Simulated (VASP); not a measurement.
Set up this calculation in VASP 6.6.1, as the native input.

```yaml
Task: single point
Functional: LDA
Potentials_or_basis: VASP PAW LDA potentials, release 64 (Sr_sv, O)
Cutoff: 520 eV
k_mesh: 9 × 9 × 4
Occupations: gaussian, width 0.05 eV
Spin: no spin polarisation
Dipole_correction: no
Further_INCAR_settings: ALGO = Normal; EDIFF = 1e-06; NBANDS = 24
```

The structure of SrO lies in POSCAR:

```
SrO
1.0
    3.5532880902      0.0000000000      0.0000000000
   -1.7766440451      3.0772377531      0.0000000000
    0.0000000000      0.0000000000      6.2173039800
Sr O
2 2
Direct
    0.3333333333      0.6666666667      0.2500000000
    0.6666666667      0.3333333333      0.7500000000
    0.0000000000      0.0000000000     -0.0804207099
    0.0000000000      0.0000000000      0.4195792901
```

This cell differs from its parent crystal: all O atoms moved -0.500 Å, as atom 3 along Cartesian [0 0 1].

These files were run (other wordings do the same):

INCAR

```
PREC = Accurate
ENCUT = 520
EDIFF = 1E-6
ISMEAR = 0
SIGMA = 0.05
LREAL = False
LASPH = True
NELM = 100
ALGO = Normal
ISIF = 2
LWAVE = False
LCHARG = False
NBANDS = 24
```

KPOINTS

```
regular mesh
0
Gamma
  9 9 4
```

Potentials or basis: VASP PAW LDA potentials, release 64 (Sr_sv, O).

The run is started by

```console
$ cat potpaw_LDA.64/Sr_sv/POTCAR potpaw_LDA.64/O/POTCAR > POTCAR
$ mpirun -np 1 vasp_std > vasp.out
```

Results of the run:

```
Pressure               : 3.1 GPa
Largest force          : 1.364 eV/Å
Band gap on the k mesh : 3.20 eV, indirect (least direct gap 3.62 eV)
```

Caveat: the cell differs from its parent crystal (all O atoms moved -0.500 Å, as atom 3 along Cartesian [0 0 1]); forces of over 1 eV/Å act on the atoms, so gaps and moduli don't describe the material at rest.

Run time: 28 s on 1 thread of Intel(R) Xeon(R) 6975P-C (Granite Rapids) (shared host), peak memory 0.18 GiB.
